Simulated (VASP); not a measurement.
# Ga (P6_3/mmc) in VASP: further runs, part 2 of 2

VASP 6.6.1. The steps go on from the part before.

**4. Relaxation of cell and atoms, PBE**

INCAR

```
ALGO = Fast
EDIFF = 1E-7
EDIFFG = -0.04
ENCUT = 600
GGA = PE
IBRION = 2
ISIF = 3
ISMEAR = 0
LASPH = T
LCHARG = F
LREAL = F
LWAVE = F
NELM = 60
NSW = 90
PREC = Accurate
SIGMA = 0.1
```

KPOINTS

```
k-points
0
Gamma
  6 6 4
```

POSCAR

```
Ga
1.0
    3.0990847592      0.0000000000      0.0000000000
   -1.5495423796      2.6838861299      0.0000000000
    0.0000000000      0.0000000000      5.0299786901
Ga
2
Direct
    0.3333333333      0.6666666667      0.2500000000
    0.6666666667      0.3333333333      0.7500000000
```

Potentials or basis: VASP PAW PBE potentials, release 64 (Ga_d).

Run with:

```console
> cat potpaw_PBE.64/Ga_d/POTCAR > POTCAR
> mpirun -np 1 vasp_std > vasp.out
```

OUTCAR:

```text
EDIFF = 1E-7
   EDIFFG = -0.04
   ENCUT = 600
   GGA = PE
   IBRION = 2
   ISIF = 3
   ISMEAR = 0
   LASPH = T
   LREAL = F
   NELM = 60
   NSW = 90
   PREC = Accurate

 ion  position               nearest neighbor table
   1  0.333  0.667  0.250-
   2  0.667  0.333  0.750-

  LATTYP: Found a hexagonal cell.
 ALAT       =     3.0990847592
 C/A-ratio  =     1.6230529595

  Lattice vectors:

 A1 = (   3.0990847592,   0.0000000000,   0.0000000000)
 A2 = (  -1.5495423796,   2.6838861299,   0.0000000000)
 A3 = (   0.0000000000,   0.0000000000,   5.0299786901)

Analysis of symmetry for initial positions (statically):
=====================================================================
 Subroutine PRICEL returns:
 Original cell was already a primitive cell.

 Routine SETGRP: Setting up the symmetry group for a
 hexagonal supercell.

 Subroutine GETGRP returns: Found 24 space group operations
 (whereof 12 operations were pure point group operations)
 out of a pool of 24 trial point group operations.

The static configuration has the point symmetry D_3d.
 The point group associated with its full space group is D_6h.

Analysis of symmetry for dynamics (positions and initial velocities):
=====================================================================
 Subroutine PRICEL returns:
 Original cell was already a primitive cell.

 Routine SETGRP: Setting up the symmetry group for a
 hexagonal supercell.

 Subroutine GETGRP returns: Found 24 space group operations
 (whereof 12 operations were pure point group operations)
 out of a pool of 24 trial point group operations.

The dynamic configuration has the point symmetry D_3d.
 The point group associated with its full space group is D_6h.

 Subroutine INISYM returns: Found 24 space group operations
 (whereof 12 operations are pure point group operations),
 and found     1 'primitive' translations

----------------------------------------------------------------------------------------

                                     Primitive cell

  volume of cell :      41.8373

  direct lattice vectors                    reciprocal lattice vectors
     3.099084759  0.000000000  0.000000000     0.322675912  0.186297024  0.000000000
    -1.549542380  2.683886130  0.000000000     0.000000000  0.372594049  0.000000000
     0.000000000  0.000000000  5.029978690     0.000000000  0.000000000  0.198807999

  length of vectors
     3.099084759  3.099084759  5.029978690     0.372594049  0.372594049  0.198807999

  position of ions in fractional coordinates (direct lattice)
     0.333333333  0.666666667  0.250000000
     0.666666667  0.333333333  0.750000000

  ion indices of the primitive-cell ions
   primitive index   ion index
                 1           1
                 2           2

----------------------------------------------------------------------------------------

 KPOINTS: k-points

Automatic generation of k-mesh.
 Grid dimensions read from file:
 generate k-points for:    6    6    4

 Generating k-lattice:

  Cartesian coordinates                     Fractional coordinates (reciprocal lattice)
     0.053779319  0.031049504  0.000000000     0.166666667  0.000000000  0.000000000
     0.000000000  0.062099008  0.000000000     0.000000000  0.166666667  0.000000000
     0.000000000  0.000000000  0.049702000     0.000000000  0.000000000  0.250000000

  Length of vectors
     0.062099008  0.062099008  0.049702000

  Shift w.r.t. Gamma in fractional coordinates (k-lattice)
     0.000000000  0.000000000  0.000000000

 Subroutine IBZKPT returns following result:
 ===========================================

 Found     21 irreducible k-points:

 Following reciprocal coordinates:
            Coordinates               Weight
  0.000000  0.000000  0.000000      1.000000
  0.166667  0.000000  0.000000      6.000000
  0.333333  0.000000  0.000000      6.000000
  0.500000  0.000000  0.000000      3.000000
  0.166667  0.166667  0.000000      6.000000
  0.333333  0.166667  0.000000     12.000000
[... 13 lines left out ...]
  0.333333  0.166667  0.500000     12.000000
  0.333333  0.333333  0.500000      2.000000
   k-points           NKPTS =     21   k-points in BZ     NKDIM =     21   number of bands    NBANDS=     17
   number of dos      NEDOS =    301   number of ions     NIONS =      2
   total plane-waves  NPLWV =  31360
   dimension x,y,z NGX =    28 NGY =   28 NGZ =   40
   dimension x,y,z NGXF=    56 NGYF=   56 NGZF=   80
   ions per type =               2
   NGX,Y,Z   is equivalent  to a cutoff of  15.02, 15.02, 13.22 a.u.
   NGXF,Y,Z  is equivalent  to a cutoff of  30.04, 30.04, 26.44 a.u.
 SYSTEM =  unknown system
   PREC   = accura    normal or accurate (medium, high low for compatibility)
   ISTART =      0    job   : 0-new  1-cont  2-samecut
   ICHARG =      2    charge: 1-file 2-atom 10-const
   ISPIN  =      1    spin polarized calculation?
   LNONCOLLINEAR =      F non collinear calculations
   LSORBIT =      F    spin-orbit coupling
   LASPH  =      T    aspherical Exc in radial PAW
   ENCUT  =  600.0 eV  44.10 Ry    6.64 a.u.   6.19  6.19 10.05*2*pi/ulx,y,z
   NELM   =     60;   NELMIN=  2; NELMDL= -5     # of ELM steps
   EDIFF  = 0.1E-06   stopping-criterion for ELM
   LREAL  =      F    real-space projection
   EDIFFG = -.4E-01   stopping-criterion for IOM
   NSW    =     90    number of steps for IOM
   IBRION =      2    ionic relax: 0-MD 1-quasi-New 2-CG
   NFREE  =      1    steps in history (QN), initial steepest desc. (CG)
   ISIF   =      3    stress and relaxation
   ISYM   =      2    0-nonsym 1-usesym 2-fastsym
   POTIM  = 0.5000    time-step for ionic-motion
   TEBEG  =    0.0;   TEEND  =   0.0 temperature during run
   PSTRESS=    0.0 pullay stress
   NELECT =      26.0000    total number of electrons
   NUPDOWN=      -1.0000    fix difference up-down
   EMIN   =  10.00;   EMAX   =-10.00  energy-range for DOS
   EFERMI =   0.00;   METHOD = LEGACY
   ISMEAR =     0;   SIGMA  =   0.10  broadening in eV -4-tet -1-fermi 0-gaus
   EFERMI_NEDOS =   21; number of points for ismear=-14 and -15
   IALGO  =     68    algorithm
   IMIX   =      4    mixing-type and parameters
     AMIX     =   0.40;   BMIX     =  1.00
     AMIX_MAG =   1.60;   BMIX_MAG =  1.00
  volume/ion in A,a.u.               =      20.92       141.17
  Fermi-wavevector in a.u.,A,eV,Ry     =   1.397048  2.640038 26.555084  1.951744
  Thomas-Fermi vector in A             =   2.520343
   LORBIT       =      0    0 simple, 1 ext, 2 COOP (PROOUT), +10 PAW based schemes
   GGA     = PE    functional components
   LHFCALC =     F    Hartree Fock is set to
   AEXX    =    0.0000 exact exchange contribution
   IVDW    =     0    specifies the selected vdW correction
   LEPSILON=     F    determine dielectric tensor
   LRPA    =     F    only Hartree local field effects (RPA)
 conjugate gradient relaxation of ions
 non-spin polarized calculation
 RMM-DIIS sequential band-by-band and
 Gauss-broadening in eV      SIGMA  =   0.10
  energy-cutoff  :      600.00
  volume of cell :       41.84
 maximum number of plane-waves:      1412
 NGX is ok and might be reduce to    28
   NGX = 13   NGY = 13   NGZ = 21

--------------------------------------- Ionic step        1  -------------------------------------------

 number of electron      26.0000006 magnetization

 Free energy of the ion-electron system (eV)
  ---------------------------------------------------
  ext. energy  EPLUGINS =         0.00000000
  ---------------------------------------------------
  free energy    TOTEN  =        -5.75561338 eV

  energy without entropy =       -5.74817045  energy(sigma->0) =       -5.75189191

------------------------ aborting loop because EDIFF is reached ----------------------------------------

  FORCE on cell =-STRESS in cart. coord.  units (eV):
  Direction    XX          YY          ZZ          XY          YZ          ZX
  --------------------------------------------------------------------------------------
  -------------------------------------------------------------------------------------
  Total       -1.0812289     -1.0812289     -1.0088765     -0.0000000     -0.0000000      0.0000000
  in kB      -41.4061208    -41.4061208    -38.6353541     -0.0000000     -0.0000000      0.0000000
  external PRESSURE =     -40.4825319 kB  Pullay stress =       0.0000000 kB
[... 201 lines left out ...]
  energy  without entropy=       -5.8099996461  energy(sigma->0) =       -5.81208173

--------------------------------------- Ionic step        7  -------------------------------------------

 number of electron      25.9999994 magnetization

 Free energy of the ion-electron system (eV)
  ---------------------------------------------------
  ext. energy  EPLUGINS =         0.00000000
  ---------------------------------------------------
  free energy    TOTEN  =        -5.81833778 eV

  energy without entropy =       -5.81418299  energy(sigma->0) =       -5.81626039

 E-fermi :   5.4607     XC(G=0): -11.0242

 val. band max:        5.3600422621   @ k =   0.3333   0.0000   0.2500
 cond. band min:       5.5104270214   @ k =   0.3333   0.3333   0.2500
 fundamental gap:      0.1503847593
 Fermi energy:         5.4606989205

 k-point     1 :       0.0000    0.0000    0.0000
  band No.  band energies     occupation
      1      -9.4284      2.00000
      2      -9.3657      2.00000
      3      -9.3240      2.00000
      4      -9.3240      2.00000
      5      -9.3039      2.00000
      6      -9.3039      2.00000
[... 9 lines left out ...]
     16      17.5057      0.00000
     17      17.5062      0.00000
[... 427 lines left out ...]
  FREE ENERGIE OF THE ION-ELECTRON SYSTEM (eV)
  ---------------------------------------------------
  free  energy   TOTEN  =        -5.8183377829 eV

  energy  without entropy=       -5.8141829947  energy(sigma->0) =       -5.81626039

 reached required accuracy - stopping structural energy minimisation
```

OSZICAR:

```text
N       E                     dE             d eps       ncg     rms          rms(c)
DAV:   1     0.116484665768E+03    0.11648E+03   -0.15380E+04   730   0.305E+03
DAV:   2     0.199987508838E+01   -0.11448E+03   -0.11257E+03   747   0.382E+02
DAV:   3    -0.569753026399E+01   -0.76974E+01   -0.76586E+01   812   0.934E+01
[... 69 lines left out ...]
RMM:   5    -0.581833455958E+01   -0.24219E-04   -0.31568E-04   859   0.184E-01    0.529E-03
RMM:   6    -0.581833683308E+01   -0.22735E-05   -0.39673E-05   867   0.812E-02    0.920E-04
RMM:   7    -0.581833766334E+01   -0.83025E-06   -0.92469E-06   922   0.347E-02    0.875E-04
RMM:   8    -0.581833775198E+01   -0.88645E-07   -0.13938E-06   797   0.146E-02    0.248E-04
RMM:   9    -0.581833778291E+01   -0.30926E-07   -0.36025E-07   533   0.698E-03
   7 F= -.58183378E+01 E0= -.58162604E+01  d E =-.741457E-02
```

CONTCAR:

```text
Ga
   1.00000000000000
     2.9637567784978978    0.0000000000000000    0.0000000000000000
    -1.4818783892489489    2.5666886607753674    0.0000000000000000
     0.0000000000000000   -0.0000000000000000    4.9586644113225971
  Ga
     2
Direct
     0.3333333332999970    0.6666666667000030    0.2500000000000000
     0.6666666667000030    0.3333333332999970    0.7500000000000000

  0.00000000E+00  0.00000000E+00  0.00000000E+00
  0.00000000E+00  0.00000000E+00  0.00000000E+00
```

It took 98 s on 1 thread of Intel Xeon Platinum 8259CL at 2.50GHz (Skylake/Cascade Lake), shared host; peak memory 0.18 GiB.

Results:

| Property | Result |
| --- | --- |
| Free energy | -5.8183 eV |
| Relaxed volume | 18.86 Å³/atom |
| Relaxed cell | a = 2.964 Å, b = 2.964 Å, c = 4.959 Å, α = 90.00°, β = 90.00°, γ = 120.00° |
| Space group after relaxing (to 0.05 Å) | P6_3/mmc (No. 194) |
| Energy gained by relaxing | 31.4 meV/atom |
| Ionic steps | 7 |
| Pressure after relaxing | 0.1 GPa |
| Band gap on the k mesh | zero (band 13 reaches 9.28 eV, above the bottom of band 14 at 2.44 eV) |

The path:
```csv
step,energy change (eV),largest force (eV/Å),pressure (GPa),volume (Å³)
1,0.0000,0.0000,-4.05,41.84
2,-0.0525,0.0000,-0.96,38.72
3,-0.0552,0.0000,-0.22,38.07
4,-0.0553,0.0000,0.07,37.86
5,-0.0553,0.0000,-0.05,37.94
6,-0.0586,0.0000,-0.07,37.87
7,-0.0627,0.0000,0.09,37.72
```

Final structure:
```cif
data_structure
_symmetry_space_group_name_H-M 'P 1'
_symmetry_Int_Tables_number 1
_cell_length_a 2.9638
_cell_length_b 2.9638
_cell_length_c 4.9587
_cell_angle_alpha 90.000
_cell_angle_beta 90.000
_cell_angle_gamma 120.000
_cell_volume 37.72
loop_
_atom_site_label
_atom_site_type_symbol
_atom_site_fract_x
_atom_site_fract_y
_atom_site_fract_z
_atom_site_occupancy
Ga1 Ga 0.33333 0.66667 0.25000 1
Ga2 Ga 0.66667 0.33333 0.75000 1
```

Levels at points of the mesh, in eV from the Fermi level:
```csv
k point,band 11,band 12,band 13,band 14,band 15,band 16
"(0.00, 0.00, 0.00)",-10.95,-5.15,-3.97,10.16,10.16,12.05
"(0.50, 0.00, 0.00)",-5.40,-4.66,0.33,0.51,1.14,3.21
"(0.00, 0.00, 0.50)",-9.38,-9.38,3.27,3.27,11.28,11.28
"(0.50, 0.00, 0.50)",-3.91,-3.91,-3.02,-3.02,6.91,6.91
```

Caveat: the k points lie up to 0.41 Å⁻¹ apart in the final cell.

**5. The runs side by side**

```tsv
task	cell	cutoff (eV)	gap on the mesh (eV)	pressure (GPa)
single point	a = 3.099, b = 3.099, c = 5.030 Å, angles 90.0, 90.0, 120.0°, 2 atoms	520	none	-4.0
single point	a = 2.963, b = 2.963, c = 4.961 Å, angles 90.0, 90.0, 120.0°, 2 atoms	520	none	0.1
relaxation of cell and atoms	relaxed from a = 3.099, b = 3.099, c = 5.030 Å, angles 90.0, 90.0, 120.0°, 2 atoms	600	none	0.1
```

Alike in all rows: level PBE; potentials or basis VASP PAW PBE potentials, release 64 (Ga_d); no spin polarisation; k mesh 6 × 6 × 4; smearing gaussian 0.1 eV.

Caveats: all runs use coarse meshes.

Absolute energies hang on the potentials; compare differences alone.
